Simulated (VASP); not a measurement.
# Si16B (a cell with a defect) in VASP: relaxation of the atoms with PBE

Aim: the relaxation of the atoms of Si16B (a cell with a defect) with PBE.

All numbers are computed with VASP 6.6.1; they aren't measurements. Logs are shortened: lines on timing, memory, paths and dates and some standing lists are left out, and cuts for length are marked.

### Step 1. The cell of the first run

The cell holds a defect, 17 atoms: a = 7.679 Å, b = 7.679 Å, c = 7.679 Å, α = 60.00°, β = 60.00°, γ = 60.00°.

### Step 2. Relaxation of the atoms, PBE, collinear spin

File INCAR:

```
SYSTEM = Si16B
  PREC = Accurate
  ENCUT = 520
  EDIFF = 1E-7
  ISMEAR = -1
  SIGMA = 0.05
  LREAL = Auto
  LASPH = .True.
  NELM = 150
  ALGO = Normal
  ISIF = 2
  LWAVE = .False.
  LCHARG = .False.
  ISPIN = 2
  MAGMOM = 0 0 0 0 0 0 0 0 0 0 0 0 0 0 0 0 1
  LORBIT = 11
  GGA = PE
  IBRION = 2
  NSW = 45
  EDIFFG = -0.08
  KPAR = 2
```

File KPOINTS:

```
Automatic mesh
0
Gamma
  2 2 2
  0 0 0
```

File POSCAR:

```
Si16B
1.0
    0.0000000000      5.4300000000      5.4300000000
    5.4300000000      0.0000000000      5.4300000000
    5.4300000000      5.4300000000      0.0000000000
Si B
16 1
Direct
    0.0000000000      0.0000000000      0.0000000000
    0.1250000000      0.1250000000      0.1250000000
    0.0000000000      0.0000000000      0.5000000000
    0.1250000000      0.1250000000      0.6250000000
    0.0000000000      0.5000000000      0.0000000000
    0.1250000000      0.6250000000      0.1250000000
    0.0000000000      0.5000000000      0.5000000000
    0.1250000000      0.6250000000      0.6250000000
    0.5000000000      0.0000000000      0.0000000000
    0.6250000000      0.1250000000      0.1250000000
    0.5000000000      0.0000000000      0.5000000000
    0.6250000000      0.1250000000      0.6250000000
    0.5000000000      0.5000000000      0.0000000000
    0.6250000000      0.6250000000      0.1250000000
    0.5000000000      0.5000000000      0.5000000000
    0.6250000000      0.6250000000      0.6250000000
    0.8784691000      0.8710133000      0.3804620000
```

Potentials or basis: VASP PAW PBE potentials, release 64 (Si, B).

Launch:

```console
> cat potpaw_PBE.64/Si/POTCAR potpaw_PBE.64/B/POTCAR > POTCAR
> mpirun -np 4 vasp_std > vasp.out
```

OUTCAR:

```text
SYSTEM = Si16B
   PREC = Accurate
   ENCUT = 520
   EDIFF = 1E-7
   ISMEAR = -1
   LREAL = Auto
   LASPH = .True.
   NELM = 150
   ISIF = 2
   ISPIN = 2
   LORBIT = 11
   GGA = PE
   IBRION = 2
   NSW = 45
   EDIFFG = -0.08

 ion  position               nearest neighbor table
   1  0.000  0.000  0.000-   2 2.35   4 2.35   6 2.35  10 2.35  17 2.39
   2  0.125  0.125  0.125-   1 2.35   3 2.35   5 2.35   9 2.35
   3  0.000  0.000  0.500-  17 2.32   4 2.35   8 2.35  12 2.35   2 2.35
   4  0.125  0.125  0.625-   1 2.35   3 2.35   7 2.35  11 2.35
   5  0.000  0.500  0.000-   2 2.35   6 2.35   8 2.35  14 2.35
   6  0.125  0.625  0.125-   1 2.35   5 2.35   7 2.35  13 2.35
   7  0.000  0.500  0.500-  17 2.33   6 2.35   8 2.35  16 2.35   4 2.35
   8  0.125  0.625  0.625-   3 2.35   5 2.35   7 2.35  15 2.35
   9  0.500  0.000  0.000-   2 2.35  10 2.35  12 2.35  14 2.35
  10  0.625  0.125  0.125-   1 2.35   9 2.35  11 2.35  13 2.35
  11  0.500  0.000  0.500-   4 2.35  10 2.35  12 2.35  16 2.35  17 2.37
  12  0.625  0.125  0.625-   3 2.35   9 2.35  11 2.35  15 2.35
  13  0.500  0.500  0.000-   6 2.35  10 2.35  14 2.35  16 2.35
  14  0.625  0.625  0.125-   5 2.35   9 2.35  13 2.35  15 2.35
  15  0.500  0.500  0.500-   8 2.35  12 2.35  14 2.35  16 2.35
  16  0.625  0.625  0.625-   7 2.35  11 2.35  13 2.35  15 2.35
  17  0.878  0.871  0.380-   3 2.32   7 2.33  11 2.37   1 2.39

  LATTYP: Found a face centered cubic cell.
 ALAT       =    10.8600000000

  Lattice vectors:

 A1 = (   0.0000000000,   5.4300000000,   5.4300000000)
 A2 = (   5.4300000000,   0.0000000000,   5.4300000000)
 A3 = (   5.4300000000,   5.4300000000,   0.0000000000)

Analysis of symmetry for initial positions (statically):
=====================================================================
 Subroutine PRICEL returns:
 Original cell was already a primitive cell.

 Routine SETGRP: Setting up the symmetry group for a
 face centered cubic supercell.

 Subroutine GETGRP returns: Found  1 space group operations
 (whereof  1 operations were pure point group operations)
 out of a pool of 48 trial point group operations.

The static configuration has the point symmetry C_1 .

Analysis of symmetry for dynamics (positions and initial velocities):
=====================================================================
 Subroutine PRICEL returns:
 Original cell was already a primitive cell.

 Routine SETGRP: Setting up the symmetry group for a
 face centered cubic supercell.

 Subroutine GETGRP returns: Found  1 space group operations
 (whereof  1 operations were pure point group operations)
 out of a pool of 48 trial point group operations.

The dynamic configuration has the point symmetry C_1 .

Analysis of structural, dynamic, and magnetic symmetry:
=====================================================================
 Subroutine PRICEL returns:
 Original cell was already a primitive cell.

 Routine SETGRP: Setting up the symmetry group for a
 face centered cubic supercell.

 Subroutine GETGRP returns: Found  1 space group operations
 (whereof  1 operations were pure point group operations)
 out of a pool of 48 trial point group operations.

The overall configuration has the point symmetry C_1 .

 Subroutine INISYM returns: Found  1 space group operations
 (whereof  1 operations are pure point group operations),
 and found     1 'primitive' translations

----------------------------------------------------------------------------------------

                                     Primitive cell

  volume of cell :     320.2060

  direct lattice vectors                    reciprocal lattice vectors
     0.000000000  5.430000000  5.430000000    -0.092081031  0.092081031  0.092081031
     5.430000000  0.000000000  5.430000000     0.092081031 -0.092081031  0.092081031
     5.430000000  5.430000000  0.000000000     0.092081031  0.092081031 -0.092081031

  length of vectors
     7.679179644  7.679179644  7.679179644     0.159489025  0.159489025  0.159489025

  position of ions in fractional coordinates (direct lattice)
     0.000000000  0.000000000  0.000000000
     0.125000000  0.125000000  0.125000000
     0.000000000  0.000000000  0.500000000
     0.125000000  0.125000000  0.625000000
     0.000000000  0.500000000  0.000000000
     0.125000000  0.625000000  0.125000000
[... 9 lines left out ...]
     0.625000000  0.625000000  0.625000000
     0.878469100  0.871013300  0.380462000

  ion indices of the primitive-cell ions
   primitive index   ion index
                 1           1
                 2           2
                 3           3
                 4           4
                 5           5
                 6           6
[... 9 lines left out ...]
                16          16
                17          17

----------------------------------------------------------------------------------------

 KPOINTS: Automatic mesh

Automatic generation of k-mesh.
 Grid dimensions read from file:
 generate k-points for:    2    2    2

 Generating k-lattice:

  Cartesian coordinates                     Fractional coordinates (reciprocal lattice)
    -0.046040516  0.046040516  0.046040516     0.500000000  0.000000000  0.000000000
     0.046040516 -0.046040516  0.046040516     0.000000000  0.500000000  0.000000000
     0.046040516  0.046040516 -0.046040516     0.000000000  0.000000000  0.500000000

  Length of vectors
     0.079744512  0.079744512  0.079744512

  Shift w.r.t. Gamma in fractional coordinates (k-lattice)
     0.000000000  0.000000000  0.000000000

 Subroutine IBZKPT returns following result:
 ===========================================

 Found      8 irreducible k-points:

 Following reciprocal coordinates:
            Coordinates               Weight
  0.000000  0.000000  0.000000      1.000000
  0.500000  0.000000  0.000000      1.000000
  0.000000  0.500000  0.000000      1.000000
  0.000000  0.000000  0.500000      1.000000
  0.500000  0.500000  0.500000      1.000000
  0.500000  0.500000  0.000000      1.000000
  0.000000  0.500000  0.500000      1.000000
  0.500000  0.000000  0.500000      1.000000
   k-points           NKPTS =      8   k-points in BZ     NKDIM =      8   number of bands    NBANDS=     44
   number of dos      NEDOS =    301   number of ions     NIONS =     17
   total plane-waves  NPLWV = 216000
   dimension x,y,z NGX =    60 NGY =   60 NGZ =   60
   dimension x,y,z NGXF=   120 NGYF=  120 NGZF=  120
   ions per type =              16   1
   NGX,Y,Z   is equivalent  to a cutoff of  12.99, 12.99, 12.99 a.u.
   NGXF,Y,Z  is equivalent  to a cutoff of  25.98, 25.98, 25.98 a.u.
 SYSTEM =  Si16B
   PREC   = accura    normal or accurate (medium, high low for compatibility)
   ISTART =      0    job   : 0-new  1-cont  2-samecut
   ICHARG =      2    charge: 1-file 2-atom 10-const
   ISPIN  =      2    spin polarized calculation?
   LNONCOLLINEAR =      F non collinear calculations
   LSORBIT =      F    spin-orbit coupling
   LASPH  =      T    aspherical Exc in radial PAW
   ENCUT  =  520.0 eV  38.22 Ry    6.18 a.u.  14.28 14.28 14.28*2*pi/ulx,y,z
   NELM   =    150;   NELMIN=  2; NELMDL= -5     # of ELM steps
   EDIFF  = 0.1E-06   stopping-criterion for ELM
   LREAL  =      T    real-space projection
   EDIFFG = -.8E-01   stopping-criterion for IOM
   NSW    =     45    number of steps for IOM
   IBRION =      2    ionic relax: 0-MD 1-quasi-New 2-CG
   NFREE  =      1    steps in history (QN), initial steepest desc. (CG)
   ISIF   =      2    stress and relaxation
   ISYM   =      2    0-nonsym 1-usesym 2-fastsym
   POTIM  = 0.5000    time-step for ionic-motion
   TEBEG  =    0.0;   TEEND  =   0.0 temperature during run
   PSTRESS=    0.0 pullay stress
   NELECT =      67.0000    total number of electrons
   NUPDOWN=      -1.0000    fix difference up-down
   EMIN   =  10.00;   EMAX   =-10.00  energy-range for DOS
   EFERMI =   0.00;   METHOD = LEGACY
   ISMEAR =    -1;   SIGMA  =   0.05  broadening in eV -4-tet -1-fermi 0-gaus
   EFERMI_NEDOS =   21; number of points for ismear=-14 and -15
   IALGO  =     38    algorithm
   IMIX   =      4    mixing-type and parameters
     AMIX     =   0.40;   BMIX     =  1.00
     AMIX_MAG =   1.60;   BMIX_MAG =  1.00
  volume/ion in A,a.u.               =      18.84       127.11
  Fermi-wavevector in a.u.,A,eV,Ry     =   0.971904  1.836632 12.852022  0.944597
  Thomas-Fermi vector in A             =   2.102159
   LORBIT       =     11    0 simple, 1 ext, 2 COOP (PROOUT), +10 PAW based schemes
   GGA     = PE    functional components
   LHFCALC =     F    Hartree Fock is set to
   AEXX    =    0.0000 exact exchange contribution
   IVDW    =     0    specifies the selected vdW correction
   LEPSILON=     F    determine dielectric tensor
   LRPA    =     F    only Hartree local field effects (RPA)
 conjugate gradient relaxation of ions
 spin polarized calculation
  energy-cutoff  :      520.00
  volume of cell :      320.21
 maximum number of plane-waves:      8646
 NGX is ok and might be reduce to    60
   NGX = 29   NGY = 29   NGZ = 29

--------------------------------------- Ionic step        1  -------------------------------------------

 number of electron      67.0000003 magnetization      -0.0000716

 number of electron      67.0000003 magnetization       0.0000102

 Free energy of the ion-electron system (eV)
  ---------------------------------------------------
  ext. energy  EPLUGINS =         0.00000000
  ---------------------------------------------------
  free energy    TOTEN  =       -88.55172542 eV

  energy without entropy =      -88.51484202  energy(sigma->0) =      -88.53328372

------------------------ aborting loop because EDIFF is reached ----------------------------------------

  FORCE on cell =-STRESS in cart. coord.  units (eV):
  Direction    XX          YY          ZZ          XY          YZ          ZX
  --------------------------------------------------------------------------------------
  -------------------------------------------------------------------------------------
  Total        5.6535510      5.6673575      5.6536478      0.0095006     -0.0040146     -0.0063577
  in kB       28.2880109     28.3570930     28.2884954      0.0475369     -0.0200876     -0.0318114
  external PRESSURE =      28.3111998 kB  Pullay stress =       0.0000000 kB
[... 197 lines left out ...]
--------------------------------------- Ionic step        5  -------------------------------------------

 number of electron      67.0000001 magnetization      -0.0000002

 number of electron      67.0000001 magnetization       0.0000000

 Free energy of the ion-electron system (eV)
  ---------------------------------------------------
  ext. energy  EPLUGINS =         0.00000000
  ---------------------------------------------------
  free energy    TOTEN  =       -88.62316334 eV

  energy without entropy =      -88.60674502  energy(sigma->0) =      -88.61495418

 E-fermi :   6.3572     XC(G=0):  -9.5686

 val. band max:        6.2274040023   @ k =   0.0000   0.0000   0.5000
 cond. band min:       6.4725414549   @ k =   0.0000   0.0000   0.0000
 fundamental gap:      0.2451374526
 Fermi energy:         6.3572072606

 spin component 1

 k-point     1 :       0.0000    0.0000    0.0000
  band No.  band energies     occupation
      1      -6.2798      1.00000
      2      -3.8750      1.00000
      3      -3.8318      1.00000
      4      -3.8101      1.00000
      5      -3.7958      1.00000
      6      -2.4506      1.00000
[... 365 lines left out ...]
     43       9.6579      0.00000
     44      10.0436      0.00000
 Fermi energy:         6.3572072606

 spin component 2

 k-point     1 :       0.0000    0.0000    0.0000
  band No.  band energies     occupation
      1      -6.2798      1.00000
      2      -3.8750      1.00000
      3      -3.8318      1.00000
      4      -3.8101      1.00000
      5      -3.7958      1.00000
      6      -2.4506      1.00000
[... 409 lines left out ...]
  FREE ENERGIE OF THE ION-ELECTRON SYSTEM (eV)
  ---------------------------------------------------
  free  energy   TOTEN  =       -88.6231633395 eV

  energy  without entropy=      -88.6067450237  energy(sigma->0) =      -88.61495418

 reached required accuracy - stopping structural energy minimisation

 total charge

# of ion       s       p       d       tot
------------------------------------------
    1        0.739   0.944   0.000   1.683
    2        0.756   0.934   0.000   1.690
    3        0.738   0.946   0.000   1.684
    4        0.781   0.890   0.000   1.671
    5        0.743   0.955   0.000   1.697
    6        0.756   0.934   0.000   1.690
[... 9 lines left out ...]
   16        0.756   0.933   0.000   1.689
   17        0.825   0.762   0.000   1.587
--------------------------------------------------
tot         12.806  15.810   0.000  28.616

 magnetization (x)

# of ion       s       p       d       tot
------------------------------------------
    1        0.000   0.000   0.000   0.000
    2        0.000  -0.000   0.000   0.000
    3        0.000   0.000   0.000   0.000
    4       -0.000  -0.000   0.000  -0.000
    5        0.000  -0.000   0.000   0.000
    6       -0.000   0.000   0.000   0.000
[... 9 lines left out ...]
   16        0.000   0.000   0.000   0.000
   17        0.000  -0.000   0.000   0.000
--------------------------------------------------
tot          0.000   0.000   0.000   0.000
```

It took 4.6 min on 4 MPI ranks of Intel Xeon Platinum 8488C (Sapphire Rapids), shared host; peak memory 0.46 GiB.

Results:

* Free energy: -88.6232 eV
* Energy gained by relaxing: 4.2 meV/atom
* Ionic steps: 5
* Pressure after relaxing: 3.1 GPa
* Largest force after relaxing: 0.028 eV/Å
* Net moment: 0.00 μB per cell
* Valence electrons inside the program's atomic spheres: Si 1.68, 1.69, 1.67, 1.70 (each value once); B 1.59

Forces on the atoms (eV/Å):
```
Si   0.000 -0.002  0.000
Si   0.000 -0.002  0.021
Si   0.011  0.007  0.013
Si   0.004  0.028 -0.001
Si   0.009 -0.019 -0.010
Si  -0.022 -0.002  0.000
Si  -0.012  0.006 -0.010
Si   0.000  0.020  0.001
Si  -0.012  0.005 -0.011
Si  -0.001 -0.019  0.000
Si   0.000 -0.004  0.000
Si   0.023 -0.001  0.001
Si   0.010  0.006  0.011
Si   0.000  0.002  0.000
Si  -0.011 -0.019  0.010
Si  -0.001 -0.002 -0.023
B    0.001 -0.003 -0.003
```

Stress tensor (GPa, compression positive):
```
3.13 0.00 0.06
0.00 3.13 0.01
0.06 0.01 3.13
```

Step by step:
```csv
step,energy change (eV),largest force (eV/Å),pressure (GPa)
1,0.0000,0.5773,2.83
2,-0.0519,0.2524,2.97
3,-0.0676,0.1281,3.13
4,-0.0676,0.1274,3.14
5,-0.0714,0.0283,3.13
```

Final structure:
```yaml
crystal:
  lattice:
    - [0.00000, 5.43000, 5.43000]
    - [5.43000, 0.00000, 5.43000]
    - [5.43000, 5.43000, 0.00000]
  atoms:
    - { symbol: Si, position: [0.99683, 0.99722, 0.00868] }
    - { symbol: Si, position: [0.12720, 0.12704, 0.12246] }
    - { symbol: Si, position: [0.99718, 0.99776, 0.49705] }
    - { symbol: Si, position: [0.12533, 0.12467, 0.62544] }
    - { symbol: Si, position: [0.00109, 0.49953, 0.99988] }
    - { symbol: Si, position: [0.12721, 0.62326, 0.12250] }
    - { symbol: Si, position: [0.99713, 0.50811, 0.49700] }
    - { symbol: Si, position: [0.12704, 0.62290, 0.62709] }
    - { symbol: Si, position: [0.49968, 0.00124, 0.99974] }
    - { symbol: Si, position: [0.62297, 0.12712, 0.12281] }
    - { symbol: Si, position: [0.50863, 0.99727, 0.49677] }
    - { symbol: Si, position: [0.62255, 0.12701, 0.62722] }
    - { symbol: Si, position: [0.49965, 0.49936, 0.99972] }
    - { symbol: Si, position: [0.62486, 0.62516, 0.12479] }
    - { symbol: Si, position: [0.49984, 0.49956, 0.50107] }
    - { symbol: Si, position: [0.62258, 0.62319, 0.62723] }
    - { symbol: B, position: [0.87870, 0.87061, 0.38102] }
```

Caveat: the k points lie up to 0.50 Å⁻¹ apart.
